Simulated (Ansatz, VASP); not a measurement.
# Two plane-wave programs on TaN

```
CELL_PARAMETERS angstrom
0.00000 2.15579 2.15579
2.15579 0.00000 2.15579
2.15579 2.15579 0.00000
ATOMIC_POSITIONS crystal
Ta 0.49566 0.50434 0.50434
N 0.05612 0.94388 0.94388
```

Change from the starting cell: mode 4 frozen in at -0.244 Å, equal normal strain along x, y and z -0.0083.

Alike in both runs: task single point; functional LDA; k mesh 18 × 18 × 18; occupations gaussian, width 0.15 eV; no spin polarisation.

```csv
,VASP,Ansatz
version,VASP 6.6.1,Ansatz 0.2.0
potentials or method,"VASP PAW LDA potentials, release 64 (Ta_sv_GW, N), cutoff 600 eV","scalar-relativistic, plane waves, PAW"
valence electrons in the cell,18,18
```

```csv
,VASP,Ansatz,Ansatz less VASP
gap on the k mesh at the Fermi level (eV),none,none,-
pressure (GPa),26.0,24.2,-1.78
"traceless stress, the component that is largest in VASP (GPa)",28.62,28.13,-0.491
rms of the force components (eV/Å),2.235,2.192,-0.0423
```

Ansatz warns that its potentials were made for another functional, while VASP's fit it. LDA's correlation is that of Perdew and Zunger in VASP and of Perdew and Wang (1992) in Ansatz. Atom by atom the forces differ by 0.042 eV/Å (rms over components). A gap of «none» marks a metal or a gap that the smearing closes.

Neither program's run includes spin-orbit coupling.
